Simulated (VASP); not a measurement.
# Cu in VASP: further runs, part 2 of 2

VASP 6.6.1. Earlier steps stand in the parts before.

**4. Electric field gradients, PBEsol (volume scaled by 1.03)**

INCAR

```
  PREC = Accurate
  ENCUT = 520
  EDIFF = 1E-8
  ISMEAR = -1
  SIGMA = 0.08
  LREAL = F
  LASPH = T
  NELM = 100
  ALGO = Normal
  ISIF = 2
  LWAVE = F
  LCHARG = F
  GGA = PS
  LEFG = T
  NBANDS = 12
```

KPOINTS

```
regular mesh
0
Gamma
  19 19 19
```

POSCAR

```
Cu
1.0
    0.0000000000      1.8253972036      1.8253972036
    1.8253972036      0.0000000000      1.8253972036
    1.8253972036      1.8253972036      0.0000000000
Cu
1
Direct
    0.0000000000      0.0000000000      0.0000000000
```

Potentials or basis: VASP PAW PBE potentials, release 64 (Cu).

Run with:

```sh
> cat potpaw_PBE.64/Cu/POTCAR > POTCAR
> mpirun -np 1 vasp_std > vasp.out
```

OUTCAR:

```text
PREC = Accurate
   ENCUT = 520
   EDIFF = 1E-8
   ISMEAR = -1
   LREAL = F
   LASPH = T
   NELM = 100
   ISIF = 2
   GGA = PS

 ion  position               nearest neighbor table
   1  0.000  0.000  0.000-

  LATTYP: Found a face centered cubic cell.
 ALAT       =     3.6507944072

  Lattice vectors:

 A1 = (   0.0000000000,   1.8253972036,   1.8253972036)
 A2 = (   1.8253972036,   0.0000000000,   1.8253972036)
 A3 = (   1.8253972036,   1.8253972036,   0.0000000000)

Analysis of symmetry for initial positions (statically):
=====================================================================
 Subroutine PRICEL returns:
 Original cell was already a primitive cell.

 Routine SETGRP: Setting up the symmetry group for a
 face centered cubic supercell.

 Subroutine GETGRP returns: Found 48 space group operations
 (whereof 48 operations were pure point group operations)
 out of a pool of 48 trial point group operations.

The static configuration has the point symmetry O_h .

Analysis of symmetry for dynamics (positions and initial velocities):
=====================================================================
 Subroutine PRICEL returns:
 Original cell was already a primitive cell.

 Routine SETGRP: Setting up the symmetry group for a
 face centered cubic supercell.

 Subroutine GETGRP returns: Found 48 space group operations
 (whereof 48 operations were pure point group operations)
 out of a pool of 48 trial point group operations.

The dynamic configuration has the point symmetry O_h .

 Subroutine INISYM returns: Found 48 space group operations
[... 160 lines left out ...]
     10      31.7718      0.00000
     11      34.2293      0.00000
     12      34.2293      0.00000
[... 331 lines left out ...]
 k-point    24 :      -0.2632    0.0526    0.0000
  band No.  band energies     occupation
      1       0.5012      2.00000
      2       3.8420      2.00000
      3       4.2206      2.00000
      4       4.2573      2.00000
      5       4.9441      2.00000
      6       5.1782      2.00000
      7      17.8345      0.00000
      8      26.5277      0.00000
      9      29.8338      0.00000
     10      30.7599      0.00000
     11      33.0373      0.00000
     12      34.3757      0.00000

 [... further k-points ...]

------------------------ aborting loop because EDIFF is reached ----------------------------------------

  FORCE on cell =-STRESS in cart. coord.  units (eV):
  Direction    XX          YY          ZZ          XY          YZ          ZX
  --------------------------------------------------------------------------------------
  -------------------------------------------------------------------------------------
  Total       -0.7240648     -0.7240648     -0.7240648      0.0000000      0.0000000     -0.0000000
  in kB      -95.3643110    -95.3643110    -95.3643110      0.0000000      0.0000000     -0.0000000
  external PRESSURE =     -95.3643110 kB  Pullay stress =       0.0000000 kB

 VOLUME and BASIS-vectors are now :
 -----------------------------------------------------------------------------
  energy-cutoff  :      520.00
  volume of cell :       12.16
      direct lattice vectors                 reciprocal lattice vectors
     0.000000000  1.825397204  1.825397204    -0.273912987  0.273912987  0.273912987
     1.825397204  0.000000000  1.825397204     0.273912987 -0.273912987  0.273912987
     1.825397204  1.825397204  0.000000000     0.273912987  0.273912987 -0.273912987

 POSITION                                       TOTAL-FORCE (eV/Angst)
 -----------------------------------------------------------------------------------
      0.00000      0.00000      0.00000         0.000000     -0.000000     -0.000000
 -----------------------------------------------------------------------------------
    total drift:                                0.000000     -0.000000     -0.000000

  FREE ENERGIE OF THE ION-ELECTRON SYSTEM (eV)
  ---------------------------------------------------
  free  energy   TOTEN  =        -4.2854987951 eV

  energy  without entropy=       -4.2779250723  energy(sigma->0) =       -4.28171193

 Electric field gradients (V/A^2)
---------------------------------------------------------------------
 ion       V_xx      V_yy      V_zz      V_xy      V_xz      V_yz
---------------------------------------------------------------------
   1      -0.000    -0.000     0.000     0.002     0.002     0.002
---------------------------------------------------------------------

 Electric field gradients after diagonalization (V/A^2)
 (convention: |V_zz| > |V_xx| > |V_yy|)
----------------------------------------------------------------------
 ion       V_xx      V_yy      V_zz     asymmetry (V_yy - V_xx)/ V_zz
----------------------------------------------------------------------
   1      -0.002    -0.002     0.005       0.000
----------------------------------------------------------------------

           NMR quadrupolar parameters

 Cq : quadrupolar parameter    Cq=e*Q*V_zz/h
 eta: asymmetry parameters     (V_yy - V_xx)/ V_zz
 Q  : nuclear electric quadrupole moment in mb (millibarn)
----------------------------------------------------------------------
 ion       Cq(MHz)       eta       Q (mb)
----------------------------------------------------------------------
   1       0.000       0.000       1.000
----------------------------------------------------------------------
```

OSZICAR:

```text
N       E                     dE             d eps       ncg     rms          rms(c)
DAV:   1     0.411664774457E+02    0.41166E+02   -0.53345E+03  5900   0.151E+03
DAV:   2    -0.413967696165E+01   -0.45306E+02   -0.41915E+02  5460   0.202E+02
DAV:   3    -0.535011030590E+01   -0.12104E+01   -0.12057E+01  6168   0.386E+01
DAV:   4    -0.535745072738E+01   -0.73404E-02   -0.73396E-02  6004   0.264E+00
DAV:   5    -0.535752129031E+01   -0.70563E-04   -0.70562E-04  6200   0.264E-01    0.836E+00
DAV:   6    -0.478633861226E+01    0.57118E+00   -0.18266E+01  6316   0.801E+01    0.461E+00
DAV:   7    -0.429800400131E+01    0.48833E+00   -0.29312E+00  6304   0.321E+01    0.518E-01
DAV:   8    -0.428775323136E+01    0.10251E-01   -0.72752E-03  6516   0.159E+00    0.356E-01
DAV:   9    -0.428549368335E+01    0.22595E-02   -0.13240E-02  6436   0.195E+00    0.264E-02
DAV:  10    -0.428549739678E+01   -0.37134E-05   -0.46200E-05  7756   0.115E-01    0.610E-03
DAV:  11    -0.428549879498E+01   -0.13982E-05   -0.47987E-07  6488   0.106E-02    0.620E-04
DAV:  12    -0.428549877029E+01    0.24687E-07   -0.28118E-08  4456   0.284E-03    0.805E-05
DAV:  13    -0.428549879345E+01   -0.23166E-07   -0.14801E-09  3716   0.487E-04    0.128E-05
DAV:  14    -0.428549879509E+01   -0.16380E-08   -0.21420E-10  3248   0.202E-04
   1 F= -.42854988E+01 E0= -.42817119E+01  d E =-.757372E-02
```

stdout:

```text
POSCAR found type information on POSCAR Cu
 POSCAR found :  1 types and       1 ions
 scaLAPACK will be used
 -----------------------------------------------------------------------------
|                                                                             |
|                                                                             |
|     You enforced a specific xc type in the INCAR file but a different       |
|     I HOPE YOU KNOW WHAT YOU ARE DOING!                                     |
|                                                                             |
 -----------------------------------------------------------------------------

 LDA part: xc-table for (Slater+PW92), standard interpolation
 POSCAR, INCAR and KPOINTS ok, starting setup
 FFT: planning ... GRIDC
 FFT: planning ... GRID_SOFT
 FFT: planning ... GRID
 WAVECAR not read
 entering main loop
ion   1
```

Run time: 18 s. Hardware: 1 thread of Intel Xeon Platinum 8488C (Sapphire Rapids), shared host; peak memory 0.14 GiB.

What came out:

* Free energy: -4.2855 eV
* Pressure: -9.5 GPa

Levels at points of the mesh, in eV from the Fermi level:
```tsv
k point	band 4	band 5	band 6	band 7	band 8	band 9
(0.00, 0.00, 0.00)	-2.97	-2.17	-2.17	22.32	24.71	24.71
```

Caveat: the cell differs from its parent crystal (volume scaled by 1.03); without QUAD_EFG the Cq values of the log hold for a quadrupole moment of 1 mb, not for the nuclei; the PAW data sets were made with another functional, which shifts forces and pressure a little.

**5. Electric field gradients, PBEsol (volume scaled by 1.06)**

INCAR

```
PREC     = Accurate       # precision mode
ENCUT    = 520            # plane-wave cutoff, eV
EDIFF    = 1E-8           # SCF threshold, eV
ISMEAR   = -1             # smearing method
SIGMA    = 0.08           # smearing width, eV
LREAL    = False          # projectors in reciprocal space
LASPH    = True           # aspherical terms in the spheres
NELM     = 100            # most SCF steps
ALGO     = Normal         # electronic algorithm
ISIF     = 2              # what is computed and relaxed
LWAVE    = False          # write WAVECAR
LCHARG   = False          # write CHGCAR
GGA      = PS             # functional
LEFG     = True         
NBANDS   = 12             # bands
```

KPOINTS

```
Automatic mesh
0
Gamma
  19 19 19
```

POSCAR

```
Cu
1.0
    0.0000000000      1.8429501765      1.8429501765
    1.8429501765      0.0000000000      1.8429501765
    1.8429501765      1.8429501765      0.0000000000
Cu
1
Direct
    0.0000000000      0.0000000000      0.0000000000
```

Potentials or basis: VASP PAW PBE potentials, release 64 (Cu).

Run with:

```sh
> cat potpaw_PBE.64/Cu/POTCAR > POTCAR
> mpirun -np 1 vasp_std > vasp.out
```

OUTCAR:

```text
PREC = Accurate
   ENCUT = 520
   EDIFF = 1E-8
   ISMEAR = -1
   LREAL = False
   LASPH = True
   NELM = 100
   ISIF = 2
   GGA = PS

 ion  position               nearest neighbor table
   1  0.000  0.000  0.000-

  LATTYP: Found a face centered cubic cell.
 ALAT       =     3.6859003530

  Lattice vectors:

 A1 = (   0.0000000000,   1.8429501765,   1.8429501765)
 A2 = (   1.8429501765,   0.0000000000,   1.8429501765)
 A3 = (   1.8429501765,   1.8429501765,   0.0000000000)

Analysis of symmetry for initial positions (statically):
=====================================================================
 Subroutine PRICEL returns:
 Original cell was already a primitive cell.

 Routine SETGRP: Setting up the symmetry group for a
 face centered cubic supercell.

 Subroutine GETGRP returns: Found 48 space group operations
 (whereof 48 operations were pure point group operations)
 out of a pool of 48 trial point group operations.

The static configuration has the point symmetry O_h .

Analysis of symmetry for dynamics (positions and initial velocities):
=====================================================================
 Subroutine PRICEL returns:
 Original cell was already a primitive cell.

 Routine SETGRP: Setting up the symmetry group for a
 face centered cubic supercell.

 Subroutine GETGRP returns: Found 48 space group operations
 (whereof 48 operations were pure point group operations)
 out of a pool of 48 trial point group operations.

The dynamic configuration has the point symmetry O_h .

 Subroutine INISYM returns: Found 48 space group operations
[... 151 lines left out ...]
      1      -2.2504      2.00000
      2       3.8433      2.00000
      3       3.8433      2.00000
      4       3.8433      2.00000
      5       4.6031      2.00000
      6       4.6031      2.00000
      7      28.8159      0.00000
      8      30.9841      0.00000
      9      30.9841      0.00000
     10      30.9841      0.00000
     11      33.4303      0.00000
     12      33.4303      0.00000
[... 331 lines left out ...]
 k-point    24 :      -0.2632    0.0526    0.0000
  band No.  band energies     occupation
      1       0.3286      2.00000
      2       3.6020      2.00000
      3       3.9614      2.00000
      4       3.9963      2.00000
      5       4.6533      2.00000
      6       4.8772      2.00000
      7      17.2825      0.00000
      8      25.8497      0.00000
      9      29.1821      0.00000
     10      29.9433      0.00000
     11      32.2767      0.00000
     12      33.5799      0.00000

 [... further k-points ...]
[... 5 lines left out ...]
  --------------------------------------------------------------------------------------
  -------------------------------------------------------------------------------------
  Total       -0.9820411     -0.9820411     -0.9820411     -0.0000000      0.0000000     -0.0000000
  in kB     -125.6809596   -125.6809596   -125.6809596     -0.0000000      0.0000000     -0.0000000
  external PRESSURE =    -125.6809596 kB  Pullay stress =       0.0000000 kB

 VOLUME and BASIS-vectors are now :
 -----------------------------------------------------------------------------
  energy-cutoff  :      520.00
  volume of cell :       12.52
      direct lattice vectors                 reciprocal lattice vectors
     0.000000000  1.842950177  1.842950177    -0.271304133  0.271304133  0.271304133
     1.842950177  0.000000000  1.842950177     0.271304133 -0.271304133  0.271304133
     1.842950177  1.842950177  0.000000000     0.271304133  0.271304133 -0.271304133

 POSITION                                       TOTAL-FORCE (eV/Angst)
 -----------------------------------------------------------------------------------
      0.00000      0.00000      0.00000         0.000000     -0.000000      0.000000
 -----------------------------------------------------------------------------------
    total drift:                                0.000000      0.000000      0.000000

  FREE ENERGIE OF THE ION-ELECTRON SYSTEM (eV)
  ---------------------------------------------------
  free  energy   TOTEN  =        -4.2611811446 eV

  energy  without entropy=       -4.2533562084  energy(sigma->0) =       -4.25726868

 Electric field gradients (V/A^2)
---------------------------------------------------------------------
 ion       V_xx      V_yy      V_zz      V_xy      V_xz      V_yz
---------------------------------------------------------------------
   1      -0.000    -0.000     0.000     0.002     0.002     0.002
---------------------------------------------------------------------

 Electric field gradients after diagonalization (V/A^2)
 (convention: |V_zz| > |V_xx| > |V_yy|)
----------------------------------------------------------------------
 ion       V_xx      V_yy      V_zz     asymmetry (V_yy - V_xx)/ V_zz
----------------------------------------------------------------------
   1      -0.002    -0.002     0.003       0.000
----------------------------------------------------------------------

           NMR quadrupolar parameters

 Cq : quadrupolar parameter    Cq=e*Q*V_zz/h
 eta: asymmetry parameters     (V_yy - V_xx)/ V_zz
 Q  : nuclear electric quadrupole moment in mb (millibarn)
----------------------------------------------------------------------
 ion       Cq(MHz)       eta       Q (mb)
----------------------------------------------------------------------
   1       0.000       0.000       1.000
----------------------------------------------------------------------
```

stdout:

```text
POSCAR found type information on POSCAR Cu
 POSCAR found :  1 types and       1 ions
 scaLAPACK will be used
 -----------------------------------------------------------------------------
|                                                                             |
|                                                                             |
|     You enforced a specific xc type in the INCAR file but a different       |
|     I HOPE YOU KNOW WHAT YOU ARE DOING!                                     |
|                                                                             |
 -----------------------------------------------------------------------------

 LDA part: xc-table for (Slater+PW92), standard interpolation
 POSCAR, INCAR and KPOINTS ok, starting setup
 FFT: planning ... GRIDC
 FFT: planning ... GRID_SOFT
 FFT: planning ... GRID
 WAVECAR not read
 entering main loop
ion   1
```

Run time: 19 s. Hardware: 1 thread of Intel Xeon Platinum 8488C (Sapphire Rapids), shared host; peak memory 0.14 GiB.

Results:

* Free energy: -4.2612 eV
* Pressure: -12.6 GPa

Caveat: the cell differs from its parent crystal (volume scaled by 1.06); without QUAD_EFG the Cq values of the log hold for a quadrupole moment of 1 mb, not for the nuclei; the PAW data sets were made with another functional, which shifts forces and pressure a little.

**6. Density of states, PBEsol**

This run uses another cell than the first one, of 11.81 Å³/atom, 0.980 times its volume.

POSCAR

```
Cu
1.0
    0.0000000000      1.8075000000      1.8075000000
    1.8075000000      0.0000000000      1.8075000000
    1.8075000000      1.8075000000      0.0000000000
Cu
1
Direct
    0.0000000000      0.0000000000      0.0000000000
```

INCAR.step1

```
SYSTEM = Cu
PREC = Accurate ; ENCUT = 520
EDIFF = 1E-6 ; ISMEAR = -1
SIGMA = 0.08 ; LREAL = .FALSE.
LASPH = .TRUE. ; NELM = 60
ALGO = Normal ; ISIF = 2
LWAVE = .FALSE. ; LCHARG = .TRUE.
LMAXMIX = 4 ; GGA = PS
NBANDS = 12
```

KPOINTS.step1

```
Automatic mesh
0
G
  19 19 19
  0 0 0
```

INCAR.step2

```
SYSTEM = Cu
PREC = Accurate ; ENCUT = 520
EDIFF = 1E-6 ; ISMEAR = -5
SIGMA = 0.08 ; LREAL = .FALSE.
LASPH = .TRUE. ; NELM = 60
ALGO = Normal ; ISIF = 2
LWAVE = .FALSE. ; LCHARG = .FALSE.
LMAXMIX = 4 ; GGA = PS
LORBIT = 11 ; NEDOS = 2001
ICHARG = 11
```

KPOINTS.step2

```
Automatic mesh
0
G
  29 29 29
  0 0 0
```

Potentials or basis: VASP PAW PBE potentials, release 64 (Cu).

Run with:

```sh
> cat potpaw_PBE.64/Cu/POTCAR > POTCAR
> cp INCAR.step1 INCAR
> cp KPOINTS.step1 KPOINTS
> mpirun -np 1 vasp_std > vasp.out
> cp INCAR.step2 INCAR
> cp KPOINTS.step2 KPOINTS
> mpirun -np 1 vasp_std > vasp.out
```

It took 37 s on 1 thread of Intel Xeon Platinum 8488C (Sapphire Rapids), shared host; peak memory 0.19 GiB.

Results (log left out):

* Valence electrons inside the program's atomic spheres: Cu 10.00

Levels at points of the mesh, in eV from the Fermi level:
```
           k point  band 2  band 3  band 4  band 5  band 6  band 7  band 8  band 9
(0.00, 0.00, 0.00)   -3.04   -3.04   -3.04   -2.21   -2.21   22.57   25.19   25.19
```

Caveat: the PAW data sets were made with another functional, which shifts forces and pressure a little; tetrahedron occupations give inexact forces and stress in metals.

**7. The runs side by side**

| task | cell | k mesh for the DOS | occupations for the DOS | gap on the mesh (eV) | pressure (GPa) |
| --- | --- | --- | --- | --- | --- |
| electric field gradients | a = 2.569, b = 2.569, c = 2.582 Å, angles 59.8, 59.8, 60.3°, 1 atom | - | - | none | -8.4 |
| electric field gradients | a = 2.590 Å, angles 60.0°, 1 atom | - | - | none | -10.6 |
| electric field gradients | a = 2.582 Å, angles 60.0°, 1 atom | - | - | none | -9.5 |
| electric field gradients | a = 2.606 Å, angles 60.0°, 1 atom | - | - | none | -12.6 |
| density of states | a = 2.556 Å, angles 60.0°, 1 atom | 29 × 29 × 29 | tetrahedron | - | - |

Alike in all rows: level PBEsol; potentials or basis VASP PAW PBE potentials, release 64 (Cu); no spin polarisation; k mesh 19 × 19 × 19; cutoff (eV) 520; smearing fermi-dirac 0.08 eV.

Caveats: the PAW data sets were made with another functional, which shifts forces and pressure a little; tetrahedron occupations give inexact forces and stress in metals (some runs).

Total energies depend on the potentials used, so only differences within one code and one set of settings carry meaning.
